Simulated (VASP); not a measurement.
Input of a VASP 6.6.1 run:

The input INCAR:

```
PREC     = Accurate       # precision mode
ENCUT    = 500            # plane-wave cutoff, eV
EDIFF    = 1E-6           # SCF threshold, eV
ISMEAR   = 1              # smearing method
SIGMA    = 0.1            # smearing width, eV
LREAL    = False          # projectors in reciprocal space
LASPH    = True           # aspherical terms in the spheres
NELM     = 120            # most SCF steps
ALGO     = Normal         # electronic algorithm
ISIF     = 2              # what is computed and relaxed
LWAVE    = False          # write WAVECAR
LCHARG   = False          # write CHGCAR
GGA      = PS             # functional
NBANDS   = 18             # bands
GGA_COMPAT= False
```

KPOINTS

```
regular mesh
0
Gamma
  14 10 10
```

The input POSCAR:

```
TiAl3
1.0
    2.8396770000      0.0000000000      0.0000000000
    0.0000000000      4.6812640000      0.0000000000
    0.0000000000      0.0000000000      4.9007420000
Ti Al
1 3
Direct
    0.0000000000      0.5000000000      0.1659160000
    0.5000000000      0.5000000000      0.6672710000
    0.5000000000      0.0000000000      0.3309120000
    0.0000000000      0.0000000000      0.8359000000
```

Potentials or basis: VASP PAW PBE potentials, release 64 (Ti_sv, Al).

Command:

```sh
$ cat potpaw_PBE.64/Ti_sv/POTCAR potpaw_PBE.64/Al/POTCAR > POTCAR
$ mpirun -np 1 vasp_std > vasp.out
```

Q: Predict the band gap on the k mesh.

A: Zero (an odd number of electrons rules out a gap without spin polarisation).

Q: What does it give for the largest force?

A: 0.050 eV/Å.

Q: Estimate the pressure.

A: -2.4 GPa.

Forces in eV/Å, atoms in the order of the input:
```
Ti   0.000  0.000 -0.046
Al   0.000  0.000  0.000
Al   0.000  0.000 -0.003
Al   0.000  0.000  0.050
```

Caveat: the PAW data sets were made with another functional, which shifts forces and pressure a little.
